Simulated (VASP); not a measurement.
# Sn (P6/mmm) in VASP: notebook

Sn is run at these levels: PBE; tasks: single point.

Program: VASP 6.6.1. These are calculated values, not measurements. Logs are shortened: lines on timing, memory, paths and dates and some standing lists are left out, and cuts for length are marked.

## (1) The cell of the first run

Symmetry: P6/mmm, No. 191, hexagonal system. The conventional cell has a = 5.619 Å, b = 5.619 Å, c = 3.158 Å, α = 90.00°, β = 90.00°, γ = 120.00°. Sn (site symmetry 6/mmm) has 14 Sn at 3.16 to 3.61 Å within 4.2 Å. Sn (site symmetry -6m2) has 11 Sn at 3.16 to 3.61 Å within 4.2 Å.

This isn't the form of Sn at room conditions, which is tetragonal (white tin).

## (2) Single point, PBE

File INCAR:

```
PREC = Accurate
ENCUT = 500
EDIFF = 1E-6
ISMEAR = 0
SIGMA = 0.1
LREAL = F
LASPH = T
NELM = 120
ALGO = Normal
ISIF = 2
LWAVE = F
LCHARG = T
GGA = PE
LELF = T
LVHAR = T
NBANDS = 28
GGA_COMPAT = F
```

File KPOINTS:

```
regular mesh
0
Gamma
  3 3 4
```

File POSCAR:

```
Sn
1.0
    5.6190856461      0.0000000000      0.0000000000
   -2.8095428231      4.8662709155      0.0000000000
    0.0000000000      0.0000000000      3.1583297964
Sn
3
Direct
    0.0000000000      0.0000000000      0.0000000000
    0.3333333333      0.6666666667      0.5000000000
    0.6666666667      0.3333333333      0.5000000000
```

Potentials or basis: VASP PAW PBE potentials, release 64 (Sn_d).

Launch:

```console
$ cat potpaw_PBE.64/Sn_d/POTCAR > POTCAR
$ mpirun -np 1 vasp_std > vasp.out
```

OUTCAR:

```text
PREC = Accurate
   ENCUT = 500
   EDIFF = 1E-6
   ISMEAR = 0
   LREAL = F
   LASPH = T
   NELM = 120
   ISIF = 2
   GGA = PE

 ion  position               nearest neighbor table
   1  0.000  0.000  0.000-   2 3.61   3 3.61   2 3.61   3 3.61   2 3.61   2 3.61   3 3.61   3 3.61
                             3 3.61   3 3.61   2 3.61   2 3.61
   2  0.333  0.667  0.500-   3 3.24   3 3.24   3 3.24   1 3.61   1 3.61   1 3.61   1 3.61   1 3.61
                             1 3.61
   3  0.667  0.333  0.500-   2 3.24   2 3.24   2 3.24   1 3.61   1 3.61   1 3.61   1 3.61   1 3.61
                             1 3.61

  LATTYP: Found a hexagonal cell.
 ALAT       =     5.6190856461
 C/A-ratio  =     0.5620718379

  Lattice vectors:

 A1 = (   5.6190856461,   0.0000000000,   0.0000000000)
 A2 = (  -2.8095428231,   4.8662709155,   0.0000000000)
 A3 = (   0.0000000000,   0.0000000000,   3.1583297964)

Analysis of symmetry for initial positions (statically):
=====================================================================
 Subroutine PRICEL returns:
 Original cell was already a primitive cell.

 Routine SETGRP: Setting up the symmetry group for a
 hexagonal supercell.

 Subroutine GETGRP returns: Found 24 space group operations
 (whereof 24 operations were pure point group operations)
 out of a pool of 24 trial point group operations.

The static configuration has the point symmetry D_6h.

Analysis of symmetry for dynamics (positions and initial velocities):
=====================================================================
 Subroutine PRICEL returns:
 Original cell was already a primitive cell.

 Routine SETGRP: Setting up the symmetry group for a
 hexagonal supercell.

 Subroutine GETGRP returns: Found 24 space group operations
 (whereof 24 operations were pure point group operations)
 out of a pool of 24 trial point group operations.

The dynamic configuration has the point symmetry D_6h.

 Subroutine INISYM returns: Found 24 space group operations
 (whereof 24 operations are pure point group operations),
 and found     1 'primitive' translations

----------------------------------------------------------------------------------------

                                     Primitive cell

  volume of cell :      86.3613

  direct lattice vectors                    reciprocal lattice vectors
     5.619085646  0.000000000  0.000000000     0.177964897  0.102748081  0.000000000
    -2.809542823  4.866270916  0.000000000     0.000000000  0.205496163  0.000000000
     0.000000000  0.000000000  3.158329796     0.000000000  0.000000000  0.316623046

  length of vectors
     5.619085646  5.619085646  3.158329796     0.205496163  0.205496163  0.316623046

  position of ions in fractional coordinates (direct lattice)
     0.000000000  0.000000000  0.000000000
     0.333333333  0.666666667  0.500000000
     0.666666667  0.333333333  0.500000000

  ion indices of the primitive-cell ions
   primitive index   ion index
                 1           1
                 2           2
                 3           3

----------------------------------------------------------------------------------------

 KPOINTS: regular mesh

Automatic generation of k-mesh.
 Grid dimensions read from file:
 generate k-points for:    3    3    4

 Generating k-lattice:

  Cartesian coordinates                     Fractional coordinates (reciprocal lattice)
     0.059321632  0.034249360  0.000000000     0.333333333 -0.000000000  0.000000000
     0.000000000  0.068498721  0.000000000     0.000000000  0.333333333  0.000000000
     0.000000000  0.000000000  0.079155761     0.000000000  0.000000000  0.250000000

  Length of vectors
     0.068498721  0.068498721  0.079155761

  Shift w.r.t. Gamma in fractional coordinates (k-lattice)
     0.000000000  0.000000000  0.000000000

 Subroutine IBZKPT returns following result:
 ===========================================

 Found      9 irreducible k-points:

 Following reciprocal coordinates:
            Coordinates               Weight
  0.000000  0.000000  0.000000      1.000000
  0.333333  0.000000  0.000000      6.000000
  0.333333  0.333333  0.000000      2.000000
  0.000000  0.000000  0.250000      2.000000
  0.333333  0.000000  0.250000     12.000000
  0.333333  0.333333  0.250000      4.000000
  0.000000  0.000000  0.500000      1.000000
  0.333333  0.000000  0.500000      6.000000
  0.333333  0.333333  0.500000      2.000000
   k-points           NKPTS =      9   k-points in BZ     NKDIM =      9   number of bands    NBANDS=     28
   number of dos      NEDOS =    301   number of ions     NIONS =      3
   total plane-waves  NPLWV =  42336
   dimension x,y,z NGX =    42 NGY =   42 NGZ =   24
   dimension x,y,z NGXF=    84 NGYF=   84 NGZF=   48
   ions per type =               3
   NGX,Y,Z   is equivalent  to a cutoff of  12.43, 12.43, 12.63 a.u.
   NGXF,Y,Z  is equivalent  to a cutoff of  24.85, 24.85, 25.27 a.u.
 SYSTEM =  unknown system
   PREC   = accura    normal or accurate (medium, high low for compatibility)
   ISTART =      0    job   : 0-new  1-cont  2-samecut
   ICHARG =      2    charge: 1-file 2-atom 10-const
   ISPIN  =      1    spin polarized calculation?
   LNONCOLLINEAR =      F non collinear calculations
   LSORBIT =      F    spin-orbit coupling
   LASPH  =      T    aspherical Exc in radial PAW
   ENCUT  =  500.0 eV  36.75 Ry    6.06 a.u.  10.24 10.24  5.76*2*pi/ulx,y,z
   NELM   =    120;   NELMIN=  2; NELMDL= -5     # of ELM steps
   EDIFF  = 0.1E-05   stopping-criterion for ELM
   LREAL  =      F    real-space projection
   EDIFFG = 0.1E-04   stopping-criterion for IOM
   NSW    =      0    number of steps for IOM
   IBRION =     -1    ionic relax: 0-MD 1-quasi-New 2-CG
   NFREE  =      0    steps in history (QN), initial steepest desc. (CG)
   ISIF   =      2    stress and relaxation
   ISYM   =      2    0-nonsym 1-usesym 2-fastsym
   POTIM  = 0.5000    time-step for ionic-motion
   TEBEG  =    0.0;   TEEND  =   0.0 temperature during run
   PSTRESS=    0.0 pullay stress
   NELECT =      42.0000    total number of electrons
   NUPDOWN=      -1.0000    fix difference up-down
   EMIN   =  10.00;   EMAX   =-10.00  energy-range for DOS
   EFERMI =   0.00;   METHOD = LEGACY
   ISMEAR =     0;   SIGMA  =   0.10  broadening in eV -4-tet -1-fermi 0-gaus
   EFERMI_NEDOS =   21; number of points for ismear=-14 and -15
   IALGO  =     38    algorithm
   IMIX   =      4    mixing-type and parameters
     AMIX     =   0.40;   BMIX     =  1.00
     AMIX_MAG =   1.60;   BMIX_MAG =  1.00
  volume/ion in A,a.u.               =      28.79       194.27
  Fermi-wavevector in a.u.,A,eV,Ry     =   1.287414  2.432859 22.550759  1.657434
  Thomas-Fermi vector in A             =   2.419429
   LORBIT       =      0    0 simple, 1 ext, 2 COOP (PROOUT), +10 PAW based schemes
   GGA     = PE    functional components
   LHFCALC =     F    Hartree Fock is set to
   AEXX    =    0.0000 exact exchange contribution
   IVDW    =     0    specifies the selected vdW correction
   LEPSILON=     F    determine dielectric tensor
   LRPA    =     F    only Hartree local field effects (RPA)
 non-spin polarized calculation
 Gauss-broadening in eV      SIGMA  =   0.10
  energy-cutoff  :      500.00
  volume of cell :       86.36
 maximum number of plane-waves:      2225
 NGX is ok and might be reduce to    42
   NGX = 21   NGY = 21   NGZ = 11

 number of electron      41.9999979 magnetization

 Free energy of the ion-electron system (eV)
  ---------------------------------------------------
  ext. energy  EPLUGINS =         0.00000000
  ---------------------------------------------------
  free energy    TOTEN  =       -11.24410526 eV

  energy without entropy =      -11.22570776  energy(sigma->0) =      -11.23490651

 E-fermi :   7.5563     XC(G=0): -10.0802

 val. band max:        7.2475649200   @ k =   0.0000   0.0000   0.5000
 cond. band min:       7.5711955523   @ k =   0.3333   0.0000   0.2500
 fundamental gap:      0.3236306323
 Fermi energy:         7.5563135994

 k-point     1 :       0.0000    0.0000    0.0000
  band No.  band energies     occupation
      1     -14.3268      2.00000
      2     -14.2035      2.00000
      3     -14.2035      2.00000
      4     -14.1412      2.00000
      5     -14.1412      2.00000
      6     -14.1139      2.00000
[... 20 lines left out ...]
     27      15.9243      0.00000
     28      16.0524      0.00000

 k-point     2 :       0.3333    0.0000    0.0000
  band No.  band energies     occupation
      1     -14.3259      2.00000
      2     -14.2064      2.00000
      3     -14.2062      2.00000
      4     -14.1421      2.00000
      5     -14.1401      2.00000
      6     -14.1035      2.00000
[... 20 lines left out ...]
     27      15.3520      0.00000
     28      15.7055      0.00000

 k-point     3 :       0.3333    0.3333    0.0000
  band No.  band energies     occupation
      1     -14.3254      2.00000
      2     -14.2086      2.00000
      3     -14.2086      2.00000
      4     -14.1408      2.00000
      5     -14.1408      2.00000
      6     -14.0859      2.00000
[... 20 lines left out ...]
     27      13.9404      0.00000
     28      14.9067      0.00000

 k-point     4 :       0.0000    0.0000    0.2500
  band No.  band energies     occupation
      1     -14.2037      2.00000
      2     -14.2037      2.00000
      3     -14.1981      2.00000
      4     -14.1901      2.00000
      5     -14.1901      2.00000
      6     -13.9901      2.00000
[... 20 lines left out ...]
     27      13.0492      0.00000
     28      14.6540      0.00000

 k-point     5 :       0.3333    0.0000    0.2500
  band No.  band energies     occupation
      1     -14.2027      2.00000
      2     -14.2010      2.00000
      3     -14.1987      2.00000
      4     -14.1895      2.00000
      5     -14.1881      2.00000
      6     -13.9892      2.00000
[... 20 lines left out ...]
     27      11.8064      0.00000
     28      14.1580      0.00000

 k-point     6 :       0.3333    0.3333    0.2500
  band No.  band energies     occupation
      1     -14.2012      2.00000
      2     -14.2012      2.00000
      3     -14.1992      2.00000
      4     -14.1869      2.00000
      5     -14.1869      2.00000
      6     -14.0075      2.00000
[... 20 lines left out ...]
     27      12.5799      0.00000
     28      15.4717      0.00000

 k-point     7 :       0.0000    0.0000    0.5000
  band No.  band energies     occupation
      1     -14.2371      2.00000
      2     -14.2371      2.00000
      3     -14.2062      2.00000
      4     -14.2062      2.00000
      5     -14.0679      2.00000
      6     -13.9854      2.00000
[... 20 lines left out ...]
     27       9.4344      0.00000
     28      11.4770      0.00000

 k-point     8 :       0.3333    0.0000    0.5000
  band No.  band energies     occupation
      1     -14.2353      2.00000
      2     -14.2340      2.00000
      3     -14.2000      2.00000
      4     -14.1955      2.00000
      5     -14.0758      2.00000
      6     -14.0006      2.00000
[... 20 lines left out ...]
     27      12.1655      0.00000
     28      13.1496      0.00000

 k-point     9 :       0.3333    0.3333    0.5000
  band No.  band energies     occupation
      1     -14.2317      2.00000
      2     -14.2317      2.00000
      3     -14.1943      2.00000
      4     -14.1943      2.00000
      5     -14.0828      2.00000
      6     -14.0007      2.00000
[... 20 lines left out ...]
     27      12.6015      0.00000
     28      14.1723      0.00000

------------------------ aborting loop because EDIFF is reached ----------------------------------------

  FORCE on cell =-STRESS in cart. coord.  units (eV):
  Direction    XX          YY          ZZ          XY          YZ          ZX
  --------------------------------------------------------------------------------------
  -------------------------------------------------------------------------------------
  Total       -0.0767398     -0.0767398     -0.1222724      0.0000000     -0.0000000      0.0000000
  in kB       -1.4236778     -1.4236778     -2.2683989      0.0000000     -0.0000000      0.0000000
  external PRESSURE =      -1.7052515 kB  Pullay stress =       0.0000000 kB

 VOLUME and BASIS-vectors are now :
 -----------------------------------------------------------------------------
  energy-cutoff  :      500.00
  volume of cell :       86.36
      direct lattice vectors                 reciprocal lattice vectors
     5.619085646  0.000000000  0.000000000     0.177964897  0.102748081  0.000000000
    -2.809542823  4.866270916  0.000000000     0.000000000  0.205496163  0.000000000
     0.000000000  0.000000000  3.158329796     0.000000000  0.000000000  0.316623046

 POSITION                                       TOTAL-FORCE (eV/Angst)
 -----------------------------------------------------------------------------------
      0.00000      0.00000      0.00000         0.000000      0.000000      0.000000
     -0.00000      3.24418      1.57916        -0.000000      0.000000      0.000000
      2.80954      1.62209      1.57916         0.000000     -0.000000      0.000000
 -----------------------------------------------------------------------------------
    total drift:                                0.000000      0.000000     -0.000000

  FREE ENERGIE OF THE ION-ELECTRON SYSTEM (eV)
  ---------------------------------------------------
  free  energy   TOTEN  =       -11.2441052627 eV

  energy  without entropy=      -11.2257077626  energy(sigma->0) =      -11.23490651
```

Wall time 34 s (1 thread of Intel Xeon 8259CL, shared host); peak memory 0.19 GiB.

What came out:

* Free energy: -11.2441 eV
* Pressure: -0.2 GPa
* Band gap on the k mesh: zero (bands 21 and 22 overlap by 2.91 eV)

Levels at points of the mesh, in eV from the Fermi level:
```tsv
k point	band 17	band 18	band 19	band 20	band 21	band 22	band 23	band 24	band 25	band 26
(0.00, 0.00, 0.00)	-6.25	-5.99	-2.67	-2.67	-2.63	-2.63	4.21	6.65	6.65	7.65
(0.00, 0.00, 0.50)	-6.47	-2.85	-1.88	-1.55	-0.97	-0.31	-0.31	0.81	0.81	1.88
```

Caveat: the k points lie up to 0.50 Å⁻¹ apart, too coarse for converged energies and pressures of a metal; spin-orbit coupling is left out, which moves the levels of the heavy elements.

[end of part 1 of 2]
